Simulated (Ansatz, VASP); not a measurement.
## C in VASP and in Ansatz

```xyz
8
Lattice="2.6353 0.0000 0.0000 -1.3177 2.2823 0.0000 0.0000 0.0000 7.8663" Properties=species:S:1:pos:R:3 pbc="T T T"
C     0.0000    0.0000    0.7310
C     0.0000    0.0000    4.6642
C     0.0000    0.0000    3.2021
C     0.0000    0.0000    7.1353
C     0.0000    1.5215    1.2232
C     1.3177    0.7608    5.1563
C     0.0000    1.5215    2.7100
C     1.3177    0.7608    6.6431
```

Change from the starting cell: strain +0.050 along x and y, -0.050 along z, atoms carried along.

Alike in both runs: task single point; functional r2SCAN; k mesh 12 × 12 × 4; occupations gaussian, width 0.05 eV; no spin polarisation.

|  | VASP | Ansatz |
| --- | --- | --- |
| version | VASP 6.6.1 | Ansatz 0.2.0 |
| potentials or method | VASP PAW PBE potentials, release 64 (C_h), cutoff 1430 eV | scalar-relativistic, plane waves, PAW |
| valence electrons in the cell | 32 | 32 |

```csv
,VASP,Ansatz,Ansatz less VASP
gap on the k mesh at the Fermi level (eV),3.26,3.26,-0.001
least direct gap on the mesh (eV),4.24,4.24,+0.003
pressure (GPa),-13.6,-13.1,+0.55
"traceless stress, the component that is largest in VASP (GPa)",80.80,80.80,+0.001
rms of the force components (eV/Å),0.267,0.272,+0.0059
```

VASP's potentials were made for PBE, not for r2SCAN. Atom by atom the forces differ by 0.007 eV/Å (rms over components).
